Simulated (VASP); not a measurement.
# PbF2 (R3m) in VASP: further runs, part 2 of 2

VASP 6.6.1.

## (4) Single point, r2SCAN

Contents of POSCAR:

```
PbF2
1.0
    0.0000000000      2.9698500000      2.9698500000
    2.9698500000      0.0000000000      2.9698500000
    2.9698500000      2.9698500000      0.0000000000
Pb F
1 2
Direct
    0.0729014432     -0.0243004811     -0.0243004811
    0.2500000000      0.2500000000      0.2500000000
    0.7500000000      0.7500000000      0.7500000000
```

Contents of INCAR.step1:

```
SYSTEM = PbF2
ALGO = Normal ; EDIFF = 1E-4
ENCUT = 520 ; GGA = PE
ISMEAR = 0 ; LASPH = .True.
LCHARG = .False. ; LREAL = .False.
LWAVE = .True. ; NBANDS = 21
NELM = 80 ; PREC = Accurate
SIGMA = 0.05
```

Contents of INCAR.step2:

```
SYSTEM = PbF2
ALGO = Normal ; EDIFF = 1E-6
ENCUT = 520 ; ISIF = 2
ISMEAR = 0 ; ISTART = 1
LASPH = .True. ; LCHARG = .False.
LMIXTAU = .True. ; LREAL = .False.
LWAVE = .False. ; METAGGA = R2SCAN
NBANDS = 21 ; NELM = 80
PREC = Accurate ; SIGMA = 0.05
```

Contents of KPOINTS:

```
k-points
0
Gamma
  8 8 8
  0 0 0
```

Command:

```bash
$ cat potpaw_PBE.64/Pb_d/POTCAR potpaw_PBE.64/F/POTCAR > POTCAR
$ cp INCAR.step1 INCAR
$ mpirun -np 1 vasp_std > vasp.out
$ cp INCAR.step2 INCAR
$ mpirun -np 1 vasp_std > vasp.out
```

It took 4.6 min on 1 thread of Oxide Virtual Turin-like, shared host; peak memory 0.19 GiB.

It converged, with:

- Free energy: -70.1083 eV
- Pressure: 0.7 GPa
- Largest force: 0.515 eV/Å
- Band gap on the k mesh: 4.95 eV (least direct gap 5.13 eV)

Forces in eV/Å, atoms in the order of the input:
```
Pb   0.297 -0.297 -0.297
F   -0.064  0.064  0.064
F   -0.233  0.233  0.233
```

Stress tensor (GPa, compression positive):
```
 0.73 -0.69 -0.69
-0.69  0.73  0.69
-0.69  0.69  0.73
```

Levels at points of the mesh, in eV from the valence-band top:
| k point | band 10 | band 11 | band 12 | band 13 | band 14 | band 15 | band 16 | band 17 | band 18 | band 19 |
| --- | --- | --- | --- | --- | --- | --- | --- | --- | --- | --- |
| (0.00, 0.00, 0.00) | -2.75 | -2.75 | -2.16 | -2.16 | -2.10 | 7.27 | 7.27 | 7.59 | 10.57 | 15.71 |
| (0.50, 0.00, 0.00) | -2.89 | -2.89 | -2.39 | -2.39 | -0.11 | 5.45 | 8.20 | 8.20 | 13.31 | 14.25 |
| (0.00, 0.50, 0.00) | -2.97 | -2.93 | -2.36 | -2.31 | -0.08 | 5.31 | 8.20 | 8.41 | 13.35 | 14.30 |
| (0.50, 0.50, 0.00) | -3.65 | -1.93 | -1.83 | -1.69 | -0.18 | 4.95 | 8.23 | 8.42 | 9.31 | 14.85 |

Caveat: the cell differs from its parent crystal (all Pb atoms moved -0.250 Å, as atom 1 towards its neighbour atom 2 (F) at 2.572 Å); the PAW data sets were made with another functional, which shifts forces and pressure a little; spin-orbit coupling is left out, which moves the levels of the heavy elements. A k mesh can miss the band edges.

## (5) Single point, r2SCAN

Changes to POSCAR since step 4:

```diff
@@ -8,3 +8,3 @@
 Direct
-    0.0729014432     -0.0243004811     -0.0243004811
+   -0.0364507216      0.0121502405      0.0121502405
     0.2500000000      0.2500000000      0.2500000000
```

Contents of INCAR.step1:

```
SYSTEM = PbF2
  PREC = Accurate
  ENCUT = 520
  ISMEAR = 0
  SIGMA = 0.05
  LREAL = .False.
  LASPH = .True.
  NELM = 60
  NBANDS = 21
  GGA = PE
  ALGO = Normal
  EDIFF = 1E-4
  LWAVE = .True.
  LCHARG = .False.
```

Contents of INCAR.step2:

```
SYSTEM = PbF2
  PREC = Accurate
  ENCUT = 520
  EDIFF = 1E-6
  ISMEAR = 0
  SIGMA = 0.05
  LREAL = .False.
  LASPH = .True.
  NELM = 60
  ALGO = Normal
  ISIF = 2
  LWAVE = .False.
  LCHARG = .False.
  METAGGA = R2SCAN
  LMIXTAU = .True.
  NBANDS = 21
  ISTART = 1
```

Contents of KPOINTS:

```
regular mesh
0
Gamma
  8 8 8
  0 0 0
```

Command:

```bash
$ cat potpaw_PBE.64/Pb_d/POTCAR potpaw_PBE.64/F/POTCAR > POTCAR
$ cp INCAR.step1 INCAR
$ mpirun -np 1 vasp_std > vasp.out
$ cp INCAR.step2 INCAR
$ mpirun -np 1 vasp_std > vasp.out
```

It took 3.3 min on 1 thread of Oxide Virtual Turin-like, shared host; peak memory 0.19 GiB.

The run converged. Its results:

- Free energy: -70.1502 eV
- Pressure: -0.4 GPa
- Largest force: 0.190 eV/Å
- Band gap on the k mesh: 4.94 eV (least direct gap 5.09 eV)

Forces in eV/Å, atoms in the order of the input:
```
Pb  -0.110  0.110  0.110
F    0.073 -0.073 -0.073
F    0.037 -0.037 -0.037
```

Stress tensor (GPa, compression positive):
```
-0.43 -0.15 -0.15
-0.15 -0.43  0.15
-0.15  0.15 -0.43
```

Levels at points of the mesh, in eV from the valence-band top:
```csv
k point,band 10,band 11,band 12,band 13,band 14,band 15,band 16,band 17,band 18,band 19
"(0.00, 0.00, 0.00)",-2.64,-2.64,-2.11,-2.11,-2.09,7.29,7.29,7.37,10.65,15.85
"(0.50, 0.00, 0.00)",-2.81,-2.81,-2.30,-2.30,-0.07,5.40,8.21,8.21,13.40,14.31
"(0.00, 0.50, 0.00)",-2.83,-2.82,-2.29,-2.28,-0.06,5.37,8.21,8.27,13.42,14.32
"(0.50, 0.50, 0.00)",-3.64,-1.78,-1.72,-1.66,-0.15,4.94,8.37,8.43,9.16,14.97
```

Caveat: the cell differs from its parent crystal (all Pb atoms moved +0.125 Å, as atom 1 towards its neighbour atom 2 (F) at 2.572 Å); the PAW data sets were made with another functional, which shifts forces and pressure a little; spin-orbit coupling is left out, which moves the levels of the heavy elements. A k mesh can miss the band edges.

## (6) Single point, r2SCAN

Changes to POSCAR since step 5:

```diff
@@ -8,3 +8,3 @@
 Direct
-   -0.0364507216      0.0121502405      0.0121502405
+   -0.1275775255      0.0425258418      0.0425258418
     0.2500000000      0.2500000000      0.2500000000
```

Contents of INCAR.step1:

```
PREC = Accurate ; ENCUT = 520
ISMEAR = 0 ; SIGMA = 0.05
LREAL = F ; LASPH = T
NELM = 80 ; NBANDS = 21
GGA = PE ; ALGO = Normal
EDIFF = 1E-4 ; LWAVE = T
LCHARG = F
```

Contents of INCAR.step2:

```
PREC = Accurate ; ENCUT = 520
EDIFF = 1E-6 ; ISMEAR = 0
SIGMA = 0.05 ; LREAL = F
LASPH = T ; NELM = 80
ALGO = Normal ; ISIF = 2
LWAVE = F ; LCHARG = T
METAGGA = R2SCAN ; LMIXTAU = T
LELF = T ; LVHAR = T
NBANDS = 21 ; ISTART = 1
```

Contents of KPOINTS:

```
regular mesh
0
Gamma
  8 8 8
```

Potentials or basis: VASP PAW PBE potentials, release 64 (Pb_d, F).

Command:

```bash
$ cat potpaw_PBE.64/Pb_d/POTCAR potpaw_PBE.64/F/POTCAR > POTCAR
$ cp INCAR.step1 INCAR
$ mpirun -np 1 vasp_std > vasp.out
$ cp INCAR.step2 INCAR
$ mpirun -np 1 vasp_std > vasp.out
```

Run time: 2.9 min. Hardware: 1 thread of Oxide Virtual Turin-like, shared host; peak memory 0.19 GiB.

The run converged. Its results:

| Quantity | Value |
| --- | --- |
| Free energy | -69.9213 eV |
| Pressure | 4.4 GPa |
| Largest force | 1.674 eV/Å |
| Band gap on the k mesh | 4.97 eV (least direct gap 5.20 eV) |

Forces on the atoms (eV/Å):
```
Pb  -0.966  0.966  0.966
F    0.858 -0.858 -0.858
F    0.108 -0.108 -0.108
```

Stress tensor (GPa, compression positive):
```
 4.39 -2.86 -2.86
-2.86  4.39  2.86
-2.86  2.86  4.39
```

Levels at points of the mesh, in eV from the valence-band top:
| k point | band 10 | band 11 | band 12 | band 13 | band 14 | band 15 | band 16 | band 17 | band 18 | band 19 |
| --- | --- | --- | --- | --- | --- | --- | --- | --- | --- | --- |
| (0.00, 0.00, 0.00) | -3.03 | -3.03 | -2.37 | -2.37 | -2.20 | 7.22 | 7.22 | 8.15 | 10.35 | 15.37 |
| (0.50, 0.00, 0.00) | -3.13 | -3.13 | -2.66 | -2.66 | -0.20 | 5.56 | 8.15 | 8.15 | 13.09 | 14.11 |
| (0.00, 0.50, 0.00) | -3.31 | -3.17 | -2.62 | -2.40 | -0.14 | 5.15 | 8.15 | 8.78 | 13.19 | 14.21 |
| (0.50, 0.50, 0.00) | -3.74 | -2.23 | -2.13 | -1.88 | -0.23 | 4.97 | 7.98 | 8.40 | 9.59 | 14.53 |

Caveat: the cell differs from its parent crystal (all Pb atoms moved +0.438 Å, as atom 1 towards its neighbour atom 2 (F) at 2.572 Å); the cell stands under pressure; the PAW data sets were made with another functional, which shifts forces and pressure a little; spin-orbit coupling is left out, which moves the levels of the heavy elements. A k mesh can miss the band edges.

## (7) The runs side by side

| cell | gap on the mesh (eV) | pressure (GPa) | largest force (eV/Å) |
| --- | --- | --- | --- |
| as given, atomic positions A | 4.96 | 6.3 | 2.40 |
| as given, atomic positions B | 4.96 | 2.9 | 1.15 |
| as given, atomic positions C | 4.95 | 0.7 | 0.51 |
| as given, atomic positions D | 4.94 | -0.4 | 0.19 |
| as given, atomic positions E | 4.97 | 4.4 | 1.67 |

Alike in all rows: task single point; level r2SCAN; potentials or basis VASP PAW PBE potentials, release 64 (Pb_d, F); no spin polarisation; k mesh 8 × 8 × 8; cutoff (eV) 520; smearing gaussian 0.05 eV.

Caveats: the PAW data sets were made with another functional, which shifts forces and pressure a little; spin-orbit coupling is left out, which moves the levels of the heavy elements; the cell stands under pressure (at least some runs).

Absolute energies hang on the potentials; compare differences alone.
